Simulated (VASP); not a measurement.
# BN in VASP: a series of runs, part 2 of 2

VASP 6.6.1. Earlier steps stand in the parts before.

### Step 3. Single point, PBE (uniaxial z strain -2.2%)

Input file INCAR:

```
PREC     = Accurate       # precision mode
ENCUT    = 520            # plane-wave cutoff, eV
EDIFF    = 1E-6           # SCF threshold, eV
ISMEAR   = -1             # smearing method
SIGMA    = 0.02           # smearing width, eV
LREAL    = False          # projectors in reciprocal space
LASPH    = True           # aspherical terms in the spheres
NELM     = 100            # most SCF steps
ALGO     = Normal         # electronic algorithm
ISIF     = 2              # what is computed and relaxed
LWAVE    = False          # write WAVECAR
LCHARG   = True           # write CHGCAR
GGA      = PE             # functional
LELF     = True           # ELF
LVHAR    = True         
NBANDS   = 11             # bands
```

Input file KPOINTS:

```
regular mesh
0
Gamma
  12 12 12
```

Input file POSCAR:

```
BN
1.0
    0.0000000000      1.8048254535      1.7649388110
    1.8048254535      0.0000000000      1.7649388110
    1.8048254535      1.8048254535      0.0000000000
B N
1 1
Direct
    0.0000000000      0.0000000000      0.0000000000
    0.2500000000      0.2500000000      0.2500000000
```

Potentials or basis: VASP PAW PBE potentials, release 64 (B, N).

The run is started by

```
$ cat potpaw_PBE.64/B/POTCAR potpaw_PBE.64/N/POTCAR > POTCAR
$ mpirun -np 1 vasp_std > vasp.out
```

Wall time 14 s (1 thread of Intel Xeon Platinum 8488C (Sapphire Rapids), shared host); peak memory 0.13 GiB.

It converged, with:

* Free energy: -17.4251 eV
* Pressure: 14.1 GPa
* Band gap on the k mesh: 4.08 eV, indirect (least direct gap 8.70 eV)

Stress tensor (GPa, compression positive):
```
 9.59  0.00  0.00
 0.00  9.59  0.00
 0.00  0.00 23.23
```

Levels at points of the mesh, in eV from the valence-band top:
| k point | band 2 | band 3 | band 4 | band 5 | band 6 | band 7 |
| --- | --- | --- | --- | --- | --- | --- |
| (0.00, 0.00, 0.00) | -0.22 | -0.22 | 0.00 | 8.70 | 8.86 | 8.86 |
| (0.50, 0.00, 0.00) | -11.08 | -2.31 | -1.96 | 10.13 | 10.58 | 11.06 |
| (0.50, 0.50, 0.00) | -9.01 | -5.38 | -5.38 | 4.08 | 8.88 | 18.22 |
| (0.50, 0.00, 0.50) | -9.35 | -5.08 | -5.07 | 4.48 | 9.42 | 17.98 |

Caveat: the cell differs from its parent crystal (uniaxial z strain -2.2%).

### Step 4. Single point, PBE (strain along [111] +3.6%)

Input file INCAR:

```
SYSTEM = BN
PREC = Accurate
ENCUT = 520
EDIFF = 1E-6
ISMEAR = -1
SIGMA = 0.02
LREAL = .FALSE.
LASPH = .TRUE.
NELM = 100
ALGO = Normal
ISIF = 2
LWAVE = .FALSE.
LCHARG = .TRUE.
GGA = PE
LELF = .TRUE.
LVHAR = .TRUE.
NBANDS = 11
```

Input file KPOINTS:

```
Automatic mesh
0
G
  12 12 12
  0 0 0
```

Input file POSCAR:

```
BN
1.0
    0.0430751675      1.8479006210      1.8479006210
    1.8479006210      0.0430751675      1.8479006210
    1.8479006210      1.8479006210      0.0430751675
B N
1 1
Direct
   -0.0003674759     -0.0003674759     -0.0003674759
    0.2503674759      0.2503674759      0.2503674759
```

Potentials or basis: VASP PAW PBE potentials, release 64 (B, N).

The run is started by

```
$ cat potpaw_PBE.64/B/POTCAR potpaw_PBE.64/N/POTCAR > POTCAR
$ mpirun -np 1 vasp_std > vasp.out
```

OUTCAR:

```text
SYSTEM = BN
   PREC = Accurate
   ENCUT = 520
   EDIFF = 1E-6
   ISMEAR = -1
   LREAL = .FALSE.
   LASPH = .TRUE.
   NELM = 100
   ISIF = 2
   GGA = PE

 ion  position               nearest neighbor table
   1  1.000  1.000  1.000-   2 1.57   2 1.57   2 1.57   2 1.62
   2  0.250  0.250  0.250-   1 1.57   1 1.57   1 1.57   1 1.62

  LATTYP: Found a trigonal (rhomboedric) cell.
 ALAT       =     2.6136810977
 COS(alpha) =     0.5231681896

  Lattice vectors:

 A1 = (   0.0430751675,   1.8479006210,   1.8479006210)
 A2 = (   1.8479006210,   0.0430751675,   1.8479006210)
 A3 = (   1.8479006210,   1.8479006210,   0.0430751675)

Analysis of symmetry for initial positions (statically):
=====================================================================
 Subroutine PRICEL returns:
 Original cell was already a primitive cell.

 Routine SETGRP: Setting up the symmetry group for a
 trigonal (rhombohedral) supercell.

 Subroutine GETGRP returns: Found  6 space group operations
 (whereof  6 operations were pure point group operations)
 out of a pool of 12 trial point group operations.

[... 171 lines left out ...]
      2       6.9645      2.00000
      3       7.0539      2.00000
      4       7.0539      2.00000
      5      14.7621      0.00000
      6      16.0314      0.00000
      7      16.0314      0.00000
      8      17.2144      0.00000
      9      31.2008      0.00000
     10      34.4484      0.00000
     11      34.4484      0.00000
[... 309 lines left out ...]
 k-point    24 :      -0.4167    0.1667   -0.0000
  band No.  band energies     occupation
      1      -8.3350      2.00000
      2      -2.6980      2.00000
      3       2.9498      2.00000
      4       4.4688      2.00000
      5      15.9359      0.00000
      6      18.4690      0.00000
      7      19.1558      0.00000
      8      22.5436      0.00000
      9      27.8139      0.00000
     10      31.6885      0.00000
     11      33.2604      0.00000

 [... further k-points ...]

------------------------ aborting loop because EDIFF is reached ----------------------------------------

  FORCE on cell =-STRESS in cart. coord.  units (eV):
  Direction    XX          YY          ZZ          XY          YZ          ZX
  --------------------------------------------------------------------------------------
  -------------------------------------------------------------------------------------
  Total       -0.5496741     -0.5496741     -0.5496741     -0.7292083     -0.7292083     -0.7292083
  in kB      -72.3109941    -72.3109941    -72.3109941    -95.9291613    -95.9291613    -95.9291613
  external PRESSURE =     -72.3109941 kB  Pullay stress =       0.0000000 kB

 VOLUME and BASIS-vectors are now :
 -----------------------------------------------------------------------------
  energy-cutoff  :      520.00
  volume of cell :       12.18
      direct lattice vectors                 reciprocal lattice vectors
     0.043075167  1.847900621  1.847900621    -0.280226790  0.273843410  0.273843410
     1.847900621  0.043075167  1.847900621     0.273843410 -0.280226790  0.273843410
     1.847900621  1.847900621  0.043075167     0.273843410  0.273843410 -0.280226790

 POSITION                                       TOTAL-FORCE (eV/Angst)
 -----------------------------------------------------------------------------------
      3.73750      3.73750      3.73750         0.030432      0.030432      0.030432
      0.93609      0.93609      0.93609        -0.030432     -0.030432     -0.030432
 -----------------------------------------------------------------------------------
    total drift:                               -0.000043     -0.000043     -0.000043

  FREE ENERGIE OF THE ION-ELECTRON SYSTEM (eV)
  ---------------------------------------------------
  free  energy   TOTEN  =       -17.4187374329 eV

  energy  without entropy=      -17.4187374329  energy(sigma->0) =      -17.41873743
```

Wall time 15 s (1 thread of Intel Xeon Platinum 8488C (Sapphire Rapids), shared host); peak memory 0.13 GiB.

Results:

* Free energy: -17.4187 eV
* Pressure: -7.2 GPa
* Largest force: 0.053 eV/Å
* Band gap on the k mesh: 4.37 eV, indirect (least direct gap 7.71 eV)

Forces on the atoms (eV/Å):
```
B    0.030  0.030  0.030
N   -0.030 -0.030 -0.030
```

Stress tensor (GPa, compression positive):
```
-7.23 -9.59 -9.59
-9.59 -7.23 -9.59
-9.59 -9.59 -7.23
```

Levels at points of the mesh, in eV from the valence-band top:
```
           k point  band 1  band 2  band 3  band 4  band 5  band 6  band 7  band 8
(0.00, 0.00, 0.00)  -19.92   -0.09    0.00    0.00    7.71    8.98    8.98   10.16
(0.50, 0.00, 0.00)  -15.75  -10.42   -2.04   -1.93    9.26   10.30   10.83   14.97
(0.50, 0.50, 0.00)  -14.52   -8.75   -4.96   -4.59    4.37    9.08   17.24   17.47
(0.50, 0.50, 0.50)  -16.14  -10.49   -1.66   -1.66   10.35   10.74   10.74   14.73
```

Caveat: the cell differs from its parent crystal (strain along [111] +3.6%).

### Step 5. Summary

| cell | gap on the mesh (eV) | pressure (GPa) |
| --- | --- | --- |
| a = 2.539, b = 2.539, c = 2.504 Å, angles 60.4, 60.4, 59.1°, 2 atoms | 4.24 | 17.5 |
| a = 2.524, b = 2.524, c = 2.552 Å, angles 59.6, 59.6, 60.7°, 2 atoms | 4.08 | 14.1 |
| a = 2.614 Å, angles 58.5°, 2 atoms | 4.37 | -7.2 |

Alike in all rows: task single point; level PBE; potentials or basis VASP PAW PBE potentials, release 64 (B, N); no spin polarisation; k mesh 12 × 12 × 12; cutoff (eV) 520; smearing fermi-dirac 0.02 eV.

Absolute energies hang on the potentials; compare differences alone.
